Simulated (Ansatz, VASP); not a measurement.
PbO: VASP beside Ansatz

```xyz
2
Lattice="3.5679 0.0000 0.0000 -1.7839 3.1208 0.0000 0.0000 0.0000 3.2951" Properties=species:S:1:pos:R:3 pbc="T T T"
Pb    0.0000    0.0000    0.0000
O     1.7839    1.0403    1.6476
```

Change from the starting cell: strain e2 = +0.01, atoms carried along.

Alike in both runs: task single point; functional PBE; k mesh 12 × 12 × 10; occupations gaussian, width 0.05 eV; no spin polarisation.

|  | VASP | Ansatz |
| --- | --- | --- |
| version | VASP 6.6.1 | Ansatz 0.2.0 |
| potentials or method | VASP PAW PBE potentials, release 64 (Pb_d, O), cutoff 520 eV | scalar-relativistic, plane waves, PAW |
| valence electrons in the cell | 20 | 20 |

```csv
,VASP,Ansatz,Ansatz less VASP
gap on the k mesh at the Fermi level (eV),none,none,-
pressure (GPa),-0.7,-0.7,+0.02
"traceless stress, the component that is largest in VASP (GPa)",0.25,0.25,+0.002
rms of the force components (eV/Å),0.010,0.010,+0.0002
```

Atom by atom the forces differ by 0.000 eV/Å (rms over components). A gap of «none» marks a metal or a gap that the smearing closes.

Spin-orbit coupling is off throughout.
